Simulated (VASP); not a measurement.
A run of VASP 6.6.1:

The input INCAR:

```
SYSTEM = Al3GaN4
ALGO = Normal
EDIFF = 1E-7
ENCUT = 520
GGA = PS
ISIF = 2
ISMEAR = 0
LASPH = .TRUE.
LCHARG = .TRUE.
LELF = .TRUE.
LREAL = .FALSE.
LVHAR = .TRUE.
LWAVE = .FALSE.
NBANDS = 31
NELM = 80
PREC = Accurate
SIGMA = 0.05
```

Contents of KPOINTS:

```
k-points
0
G
  6 6 6
  0 0 0
```

POSCAR

```
Al3GaN4
1.0
    4.3774540649      0.1326854306     -0.0872827636
    0.1326854306      4.3476806624     -0.0501628550
   -0.0872827636     -0.0501628550      4.3862353524
Al Ga N
3 1 4
Direct
    0.5149372655      0.4882928946      0.0048746568
    0.4819242994     -0.0074087026      0.5122903113
   -0.0045035323      0.5114133627      0.4915163167
   -0.0148156903      0.0244628242     -0.0063531140
    0.7689944210      0.7386568434      0.2599818129
    0.7339157760      0.2597492135      0.7446991021
    0.2636430945      0.7646674191      0.7271877164
    0.2559043662      0.2201661450      0.2658031978
```

Potentials or basis: VASP PAW PBE potentials, release 64 (Al, Ga_d, N).

Run with:

```console
$ cat potpaw_PBE.64/Al/POTCAR potpaw_PBE.64/Ga_d/POTCAR potpaw_PBE.64/N/POTCAR > POTCAR
$ mpirun -np 1 vasp_std > vasp.out
```

Hardware: 1 thread of AMD EPYC 7R13 (shared host).

Q: Estimate the wall time of this run.

A: It took 8.9 min on 1 thread of AMD EPYC 7R13 (shared host), peak memory 0.33 GiB. Counts: scf iterations 15, k points 112.
